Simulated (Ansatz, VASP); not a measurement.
## C: VASP beside Ansatz

```
C
1.0
     0.00000    1.78340    1.72990
     1.78340    0.00000    1.72990
     1.78340    1.78340    0.00000
C
2
Direct
  0.50000 0.50000 0.50000
  0.75000 0.75000 0.75000
```

Change from the starting cell: zz strain of -3 %.

Alike in both runs: task single point; functional LDA; k mesh 20 × 20 × 20; occupations fermi-dirac, width 0.08 eV; no spin polarisation.

|  | VASP | Ansatz |
| --- | --- | --- |
| version | VASP 6.6.1 | Ansatz 0.2.0 |
| potentials or method | VASP PAW LDA potentials, release 64 (C), cutoff 520 eV | all-electron LAPW, scalar-relativistic |

|  | VASP | Ansatz | Ansatz less VASP |
| --- | --- | --- | --- |
| gap on the k mesh at the Fermi level (eV) | 3.39 | 3.40 | +0.006 |
| pressure (GPa) | 2.0 | 0.5 | -1.49 |
| traceless stress, the component that is largest in VASP (GPa) | 18.78 | 18.83 | +0.048 |

LDA's correlation is that of Perdew and Zunger in VASP and of Perdew and Wang (1992) in Ansatz. Ansatz ran all-electron here, and VASP with PAW potentials.
